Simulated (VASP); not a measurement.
# DyC3 (Cmc2_1) in VASP: a series of runs

Runs on DyC3. Level: PBE. Tasks: relaxation of cell and atoms, single point.

Program: VASP 6.6.1. These are calculated values, not measurements. Logs are shortened: lines on timing, memory, paths and dates and some standing lists are left out, and cuts for length are marked.

## (1) The cell of the first run

Symmetry: Cmc2_1, No. 36, orthorhombic system. The conventional cell has a = 5.028 Å, b = 7.222 Å, c = 5.677 Å, α = 90.00°, β = 90.00°, γ = 90.00°. Within 3.1 Å of Dy (site symmetry m) lie 12 C at 2.38 to 3.06 Å. Within 1.8 Å of C (site symmetry m) lie 1 C at 1.35 Å. C (site symmetry m) has 2 C at 1.32 to 1.35 Å within 1.8 Å. C (site symmetry m) has 1 C at 1.32 Å within 1.8 Å.

The cell was generated, and may not be a known phase.

## (2) Relaxation of cell and atoms, PBE

Input file INCAR:

```
  PREC = Accurate
  ENCUT = 600
  EDIFF = 1E-7
  ISMEAR = 0
  SIGMA = 0.1
  LREAL = F
  LASPH = T
  NELM = 200
  ALGO = Normal
  ISIF = 3
  LWAVE = F
  LCHARG = F
  GGA = PE
  IBRION = 2
  NSW = 90
  EDIFFG = -0.04
  GGA_COMPAT = F
  NELMIN = 4
  LMAXMIX = 6
```

Input file KPOINTS:

```
regular mesh
0
Gamma
  4 4 4
```

Input file POSCAR:

```
DyC3
1.0
    2.5141013420     -3.6108406518      0.0000000000
    2.5141013420      3.6108406518      0.0000000000
    0.0000000000      0.0000000000      5.6766048278
Dy C
2 6
Direct
    0.8184187265      0.1815812735      0.2538372636
    0.1815812735      0.8184187265      0.7538372636
    0.1482700360      0.8517299640      0.2469215013
    0.8517299640      0.1482700360      0.7469215013
    0.3221857722      0.6778142278      0.3334680911
    0.6778142278      0.3221857722      0.8334680911
    0.5012754200      0.4987245800      0.8957731740
    0.4987245800      0.5012754200      0.3957731740
```

Potentials or basis: VASP PAW PBE potentials, release 64 (Dy_3, C), 4f in core.

Launch:

```sh
$ cat potpaw_PBE.64/Dy_3/POTCAR potpaw_PBE.64/C/POTCAR > POTCAR
$ mpirun -np 1 vasp_std > vasp.out
```

OUTCAR:

```text
PREC = Accurate
   ENCUT = 600
   EDIFF = 1E-7
   ISMEAR = 0
   LREAL = F
   LASPH = T
   NELM = 200
   ISIF = 3
   GGA = PE
   IBRION = 2
   NSW = 90
   EDIFFG = -0.04
   NELMIN = 4

 ion  position               nearest neighbor table
   1  0.818  0.182  0.254-   3 2.38   8 2.45   5 2.55   5 2.55   6 2.59   3 2.80   3 2.80   4 2.81
                             4 2.89
   2  0.182  0.818  0.754-   4 2.38   7 2.45   6 2.55   6 2.55   5 2.59   4 2.80   4 2.80   3 2.81
                             3 2.89
   3  0.148  0.852  0.247-   5 1.35   1 2.38   1 2.80   1 2.80   2 2.81   2 2.89
   4  0.852  0.148  0.747-   6 1.35   2 2.38   2 2.80   2 2.80   1 2.81   1 2.89
   5  0.322  0.678  0.333-   8 1.32   3 1.35   1 2.55   1 2.55   2 2.59
   6  0.678  0.322  0.833-   7 1.32   4 1.35   2 2.55   2 2.55   1 2.59
   7  0.501  0.499  0.896-   6 1.32   2 2.45
   8  0.499  0.501  0.396-   5 1.32   1 2.45

  LATTYP: Found a base centered orthorhombic cell.
 ALAT       =     5.0282026840
 B/A-ratio  =     1.4362351237
 C/A-ratio  =     1.1289530643

  Lattice vectors:

 A1 = (   2.5141013420,  -3.6108406518,   0.0000000000)
 A2 = (   2.5141013420,   3.6108406518,   0.0000000000)
 A3 = (   0.0000000000,   0.0000000000,   5.6766048278)

Analysis of symmetry for initial positions (statically):
=====================================================================
 Subroutine PRICEL returns:
 Original cell was already a primitive cell.

 Routine SETGRP: Setting up the symmetry group for a
 base centered orthorhombic supercell.

 Subroutine GETGRP returns: Found  4 space group operations
 (whereof  2 operations were pure point group operations)
 out of a pool of  8 trial point group operations.

The static configuration has the point symmetry C_1h.
 The point group associated with its full space group is C_2v.

Analysis of symmetry for dynamics (positions and initial velocities):
=====================================================================
 Subroutine PRICEL returns:
 Original cell was already a primitive cell.

 Routine SETGRP: Setting up the symmetry group for a
 base centered orthorhombic supercell.

 Subroutine GETGRP returns: Found  4 space group operations
 (whereof  2 operations were pure point group operations)
 out of a pool of  8 trial point group operations.

The dynamic configuration has the point symmetry C_1h.
 The point group associated with its full space group is C_2v.

 Subroutine INISYM returns: Found  4 space group operations
 (whereof  2 operations are pure point group operations),
 and found     1 'primitive' translations

[... 107 lines left out ...]
   NFREE  =      1    steps in history (QN), initial steepest desc. (CG)
   ISIF   =      3    stress and relaxation
   ISYM   =      2    0-nonsym 1-usesym 2-fastsym
   POTIM  = 0.5000    time-step for ionic-motion
   TEBEG  =    0.0;   TEEND  =   0.0 temperature during run
   PSTRESS=    0.0 pullay stress
   NELECT =      42.0000    total number of electrons
   NUPDOWN=      -1.0000    fix difference up-down
   EMIN   =  10.00;   EMAX   =-10.00  energy-range for DOS
   EFERMI =   0.00;   METHOD = LEGACY
   ISMEAR =     0;   SIGMA  =   0.10  broadening in eV -4-tet -1-fermi 0-gaus
   EFERMI_NEDOS =   21; number of points for ismear=-14 and -15
   IALGO  =     38    algorithm
   IMIX   =      4    mixing-type and parameters
     AMIX     =   0.40;   BMIX     =  1.00
     AMIX_MAG =   1.60;   BMIX_MAG =  1.00
  volume/ion in A,a.u.               =      12.88        86.94
  Fermi-wavevector in a.u.,A,eV,Ry     =   1.213728  2.293613 20.043225  1.473135
  Thomas-Fermi vector in A             =   2.349171
   LORBIT       =      0    0 simple, 1 ext, 2 COOP (PROOUT), +10 PAW based schemes
   GGA     = PE    functional components
   LHFCALC =     F    Hartree Fock is set to
   AEXX    =    0.0000 exact exchange contribution
   IVDW    =     0    specifies the selected vdW correction
   LEPSILON=     F    determine dielectric tensor
   LRPA    =     F    only Hartree local field effects (RPA)
 conjugate gradient relaxation of ions
 non-spin polarized calculation
 Gauss-broadening in eV      SIGMA  =   0.10
  energy-cutoff  :      600.00
  volume of cell :      103.06
 maximum number of plane-waves:      3462
   NGX = 17   NGY = 17   NGZ = 23

--------------------------------------- Ionic step        1  -------------------------------------------

 number of electron      42.0000000 magnetization

 Free energy of the ion-electron system (eV)
  ---------------------------------------------------
  ext. energy  EPLUGINS =         0.00000000
  ---------------------------------------------------
  free energy    TOTEN  =       -61.09344661 eV

  energy without entropy =      -61.07661246  energy(sigma->0) =      -61.08502954

------------------------ aborting loop because EDIFF is reached ----------------------------------------

  FORCE on cell =-STRESS in cart. coord.  units (eV):
  Direction    XX          YY          ZZ          XY          YZ          ZX
  --------------------------------------------------------------------------------------
  -------------------------------------------------------------------------------------
  Total        0.3526639     -2.4142288     -0.6017292      0.0000000      0.0000000      0.0000000
  in kB        5.4822879    -37.5300585     -9.3540985      0.0000000      0.0000000      0.0000000
  external PRESSURE =     -13.8006230 kB  Pullay stress =       0.0000000 kB
[... 107 lines left out ...]
  FREE ENERGIE OF THE ION-ELECTRON SYSTEM (eV)
  ---------------------------------------------------
  free  energy   TOTEN  =       -61.1173395401 eV

  energy  without entropy=      -61.1012545271  energy(sigma->0) =      -61.10929703

[... ionic steps 4 to 87 ...]

--------------------------------------- Ionic step       88  -------------------------------------------

 number of electron      42.0000001 magnetization

------------------------ aborting loop because EDIFF is reached ----------------------------------------
[... 79 lines left out ...]
--------------------------------------- Ionic step       90  -------------------------------------------

 number of electron      42.0000001 magnetization

 Free energy of the ion-electron system (eV)
  ---------------------------------------------------
  ext. energy  EPLUGINS =         0.00000000
  ---------------------------------------------------
  free energy    TOTEN  =       -61.76575216 eV

  energy without entropy =      -61.76017011  energy(sigma->0) =      -61.76296114

 E-fermi :   4.4746     XC(G=0): -10.7133

 val. band max:        4.2075828166   @ k =   0.0000   0.0000   0.0000
 cond. band min:       4.5061987777   @ k =   0.2500   0.2500   0.0000
 fundamental gap:      0.2986159611
 Fermi energy:         4.4746042302

 k-point     1 :       0.0000    0.0000    0.0000
  band No.  band energies     occupation
      1     -19.0522      2.00000
      2     -18.8410      2.00000
      3     -18.8127      2.00000
      4     -18.7721      2.00000
      5     -18.6186      2.00000
      6     -18.5959      2.00000
[... 633 lines left out ...]
  FREE ENERGIE OF THE ION-ELECTRON SYSTEM (eV)
  ---------------------------------------------------
  free  energy   TOTEN  =       -61.7657521625 eV

  energy  without entropy=      -61.7601701099  energy(sigma->0) =      -61.76296114

 reached required accuracy - stopping structural energy minimisation
```

It took 41 min on 1 thread of Intel Xeon Platinum 8488C (Sapphire Rapids), shared host; peak memory 0.26 GiB.

Results:

```yaml
Free_energy: -61.7658 eV
Relaxed_volume: 12.95 Å³/atom
Relaxed_cell: a = 4.070 Å, b = 4.070 Å, c = 6.790 Å, α = 90.00°, β = 90.00°, γ = 112.89°
Space_group_after_relaxing_to_0.1_Å: Cmc2_1 (No. 36)
Energy_gained_by_relaxing: 84.0 meV/atom
Ionic_steps: 90
Pressure_after_relaxing: -0.1 GPa
Largest_force_after_relaxing: 0.030 eV/Å
Band_gap_on_the_k_mesh: zero (bands 21 and 22 overlap by 2.74 eV)
```

Forces in eV/Å, atoms in the order of the input:
```
Dy   0.000 -0.015  0.020
Dy   0.000  0.015  0.020
C    0.000  0.010  0.006
C    0.000 -0.010  0.006
C    0.000 -0.027 -0.012
C    0.000  0.027 -0.012
C    0.000  0.008 -0.014
C    0.000 -0.008 -0.014
```

The path:
| step | energy change (eV) | largest force (eV/Å) | pressure (GPa) | volume (Å³) |
| --- | --- | --- | --- | --- |
| 1 | 0.0000 | 0.8428 | -1.38 | 103.06 |
| 4 | -0.0404 | 0.2842 | -0.26 | 103.23 |
| 7 | -0.0481 | 0.2112 | -0.82 | 103.56 |
| 10 | -0.0592 | 0.1245 | 0.38 | 102.45 |
| 13 | -0.0635 | 0.2527 | -0.30 | 102.54 |
| 16 | -0.0855 | 0.2706 | 0.18 | 102.43 |
| 19 | -0.1447 | 0.3643 | 1.86 | 102.06 |
| 22 | -0.1681 | 0.8249 | 1.80 | 103.38 |
| 25 | -0.2077 | 0.6681 | 0.04 | 105.83 |
| 28 | -0.2506 | 0.6550 | -1.08 | 108.00 |
| 31 | -0.2997 | 0.8712 | -0.62 | 108.06 |
| 34 | -0.3486 | 0.4267 | -0.47 | 107.18 |
| 37 | -0.3836 | 0.9300 | 1.17 | 105.59 |
| 40 | -0.4232 | 0.6549 | 0.70 | 104.78 |
| 43 | -0.4440 | 1.2859 | -0.58 | 104.31 |
| 46 | -0.5116 | 0.5867 | 1.42 | 104.43 |
| 49 | -0.5591 | 0.5284 | -0.77 | 105.86 |
| 52 | -0.5872 | 0.3543 | 0.13 | 105.72 |
| 55 | -0.6092 | 0.5107 | -0.60 | 105.77 |
| 58 | -0.6240 | 0.4399 | 0.19 | 105.14 |
| 61 | -0.6353 | 0.2424 | -0.06 | 104.36 |
| 64 | -0.6527 | 0.2466 | 0.76 | 103.61 |
| 67 | -0.6642 | 0.2647 | -0.35 | 103.72 |
| 70 | -0.6671 | 0.0977 | 0.07 | 103.65 |
| 73 | -0.6688 | 0.0875 | -0.27 | 103.73 |
| 76 | -0.6692 | 0.0757 | -0.23 | 103.69 |
| 79 | -0.6705 | 0.0935 | 0.09 | 103.41 |
| 82 | -0.6711 | 0.0921 | 0.14 | 103.27 |
| 85 | -0.6716 | 0.0815 | 0.33 | 103.33 |
| 88 | -0.6718 | 0.1771 | -0.24 | 103.78 |
| 90 | -0.6723 | 0.0296 | -0.08 | 103.63 |

Final structure:
```
CELL_PARAMETERS angstrom
2.24985 -3.39177 0.00000
2.24985 3.39177 0.00000
0.00000 0.00000 6.79031
ATOMIC_POSITIONS crystal
Dy 0.83618 0.16382 0.17873
Dy 0.16382 0.83618 0.67873
C 0.16100 0.83900 0.30001
C 0.83900 0.16100 0.80001
C 0.35014 0.64986 0.35134
C 0.64986 0.35014 0.85134
C 0.46149 0.53851 0.89993
C 0.53851 0.46149 0.39993
```

Caveat: the k points lie up to 0.42 Å⁻¹ apart in the final cell, too coarse for converged energies and pressures of a metal; a cell axis changed by over 15 % at a fixed basis, so the end point is rough; spin-orbit coupling is left out, which moves the levels of the heavy elements; the 4f electrons are frozen in the core, so they carry no moment and show no levels.

## (3) Single point, PBE

This run uses another cell than the first one, of 13.02 Å³/atom.

Input file INCAR:

```
SYSTEM = DyC3
  PREC = Accurate
  ENCUT = 600
  EDIFF = 1E-6
  ISMEAR = 0
  SIGMA = 0.1
  LREAL = .False.
  LASPH = .True.
  NELM = 200
  ALGO = Normal
  ISIF = 2
  LWAVE = .False.
  LCHARG = .True.
  GGA = PE
  LELF = .True.
  LVHAR = .True.
  NBANDS = 31
  GGA_COMPAT = .False.
  LMAXMIX = 6
```

Input file KPOINTS:

```
regular mesh
0
Gamma
  8 8 6
  0 0 0
```

Input file POSCAR:

```
DyC3
1.0
    2.2679631634     -3.3903212361      0.0000000000
    2.2679631634      3.3903212361      0.0000000000
    0.0000000000      0.0000000000      6.7715821673
Dy C
2 6
Direct
    0.1632861456      0.8367138544      0.8202225653
    0.8367138544      0.1632861456      0.3202225653
    0.8385058606      0.1614941394      0.6996580640
    0.1614941394      0.8385058606      0.1996580640
    0.6489076645      0.3510923355      0.6496204565
    0.3510923355      0.6489076645      0.1496204565
    0.5391603776      0.4608396224      0.1004988843
    0.4608396224      0.5391603776      0.6004988843
```

Potentials or basis: VASP PAW PBE potentials, release 64 (Dy_3, C), 4f in core.

Launch:

```sh
$ cat potpaw_PBE.64/Dy_3/POTCAR potpaw_PBE.64/C/POTCAR > POTCAR
$ mpirun -np 1 vasp_std > vasp.out
```

OUTCAR:

```text
SYSTEM = DyC3
   PREC = Accurate
   ENCUT = 600
   EDIFF = 1E-6
   ISMEAR = 0
   LREAL = .False.
   LASPH = .True.
   NELM = 200
   ISIF = 2
   GGA = PE

 ion  position               nearest neighbor table
   1  0.163  0.837  0.820-   3 2.35   8 2.51   5 2.55   5 2.55   6 2.57   4 2.57   3 2.69   3 2.69

   2  0.837  0.163  0.320-   4 2.35   7 2.51   6 2.55   6 2.55   5 2.57   3 2.57   4 2.69   4 2.69

   3  0.839  0.161  0.700-   5 1.33   1 2.35   2 2.57   1 2.69   1 2.69
   4  0.161  0.839  0.200-   6 1.33   2 2.35   1 2.57   2 2.69   2 2.69
   5  0.649  0.351  0.650-   8 1.32   3 1.33   1 2.55   1 2.55   2 2.57
   6  0.351  0.649  0.150-   7 1.32   4 1.33   2 2.55   2 2.55   1 2.57
   7  0.539  0.461  0.100-   6 1.32   2 2.51
   8  0.461  0.539  0.600-   5 1.32   1 2.51

  LATTYP: Found a base centered orthorhombic cell.
 ALAT       =     4.5359263268
 B/A-ratio  =     1.4948749128
 C/A-ratio  =     1.4928774586

  Lattice vectors:

 A1 = (   2.2679631634,  -3.3903212361,   0.0000000000)
 A2 = (   2.2679631634,   3.3903212361,   0.0000000000)
 A3 = (   0.0000000000,   0.0000000000,   6.7715821673)

Analysis of symmetry for initial positions (statically):
[... 196 lines left out ...]
  band No.  band energies     occupation
      1     -19.0969      2.00000
      2     -18.8939      2.00000
      3     -18.8661      2.00000
      4     -18.8236      2.00000
      5     -18.6676      2.00000
      6     -18.6449      2.00000
[... 805 lines left out ...]
     30       9.4788      0.00000
     31       9.9030      0.00000

 [... further k-points ...]

------------------------ aborting loop because EDIFF is reached ----------------------------------------

  FORCE on cell =-STRESS in cart. coord.  units (eV):
  Direction    XX          YY          ZZ          XY          YZ          ZX
  --------------------------------------------------------------------------------------
  -------------------------------------------------------------------------------------
  Total       -0.1358506      0.3614581      0.0329503      0.0000000      0.0000000      0.0000000
  in kB       -2.0901389      5.5612387      0.5069594      0.0000000      0.0000000      0.0000000
  external PRESSURE =       1.3260197 kB  Pullay stress =       0.0000000 kB

 VOLUME and BASIS-vectors are now :
 -----------------------------------------------------------------------------
  energy-cutoff  :      600.00
  volume of cell :      104.14
      direct lattice vectors                 reciprocal lattice vectors
     2.267963163 -3.390321236  0.000000000     0.220462135 -0.147478650  0.000000000
     2.267963163  3.390321236  0.000000000     0.220462135  0.147478650  0.000000000
     0.000000000  0.000000000  6.771582167     0.000000000  0.000000000  0.147675975

 POSITION                                       TOTAL-FORCE (eV/Angst)
 -----------------------------------------------------------------------------------
      2.26796      2.28314      5.55420         0.000000     -0.016724      0.025571
      2.26796     -2.28314      2.16841         0.000000      0.016724      0.025571
      2.26796     -2.29529      4.73779         0.000000     -0.020004      0.011746
      2.26796      2.29529      1.35200         0.000000      0.020004      0.011746
      2.26796     -1.00969      4.39896         0.000000      0.000928     -0.005996
      2.26796      1.00969      1.01317         0.000000     -0.000928     -0.005996
      2.26796     -0.26553      0.68054         0.000000     -0.042089     -0.031320
      2.26796      0.26553      4.06633         0.000000      0.042089     -0.031320
 -----------------------------------------------------------------------------------
    total drift:                               -0.000000     -0.000000     -0.000344

  FREE ENERGIE OF THE ION-ELECTRON SYSTEM (eV)
  ---------------------------------------------------
  free  energy   TOTEN  =       -61.6149626572 eV

  energy  without entropy=      -61.6061216666  energy(sigma->0) =      -61.61054216
```

stdout:

```text
POSCAR found type information on POSCAR DyC
 POSCAR found :  2 types and       8 ions
 scaLAPACK will be used
 LDA part: xc-table for (Slater+PW92), standard interpolation
 POSCAR, INCAR and KPOINTS ok, starting setup
 FFT: planning ... GRIDC
 FFT: planning ... GRID_SOFT
 FFT: planning ... GRID
 WAVECAR not read
 entering main loop
```

It took 4.3 min on 1 thread of Intel Xeon Platinum 8488C (Sapphire Rapids), shared host; peak memory 0.42 GiB.

What came out:

```
Free energy            : -61.6150 eV
Pressure               : 0.1 GPa
Largest force          : 0.052 eV/Å
Band gap on the k mesh : zero (bands 21 and 22 overlap by 2.74 eV)
```

Forces on the atoms (eV/Å):
```
Dy   0.000 -0.017  0.026
Dy   0.000  0.017  0.026
C    0.000 -0.020  0.012
C    0.000  0.020  0.012
C    0.000  0.001 -0.006
C    0.000 -0.001 -0.006
C    0.000 -0.042 -0.031
C    0.000  0.042 -0.031
```

Levels at points of the mesh, in eV from the Fermi level:
| k point | band 17 | band 18 | band 19 | band 20 | band 21 | band 22 | band 23 | band 24 | band 25 | band 26 |
| --- | --- | --- | --- | --- | --- | --- | --- | --- | --- | --- |
| (0.00, 0.00, 0.00) | -4.02 | -3.41 | -3.02 | -2.81 | -0.89 | -0.31 | 0.98 | 2.34 | 2.65 | 2.74 |
| (0.50, 0.00, 0.00) | -3.38 | -3.36 | -2.33 | -2.21 | 0.62 | 0.81 | 2.28 | 2.50 | 2.94 | 3.00 |
| (0.50, 0.50, 0.00) | -4.09 | -3.24 | -1.72 | -1.28 | 1.23 | 1.37 | 1.47 | 2.62 | 2.75 | 3.22 |
| (0.00, 0.00, 0.50) | -3.52 | -3.52 | -2.94 | -2.94 | -0.64 | -0.64 | 1.58 | 1.58 | 2.52 | 2.52 |
| (0.50, 0.00, 0.50) | -3.32 | -3.32 | -2.35 | -2.35 | 0.68 | 0.68 | 2.78 | 2.78 | 3.20 | 3.20 |
| (0.50, 0.50, 0.50) | -3.75 | -3.75 | -1.57 | -1.57 | 1.49 | 1.49 | 2.33 | 2.33 | 2.81 | 2.81 |

Caveat: spin-orbit coupling is left out, which moves the levels of the heavy elements; the 4f electrons are frozen in the core, so they carry no moment and show no levels.

The gap in the log of VASP goes by the Fermi energy; the results here count the filled bands.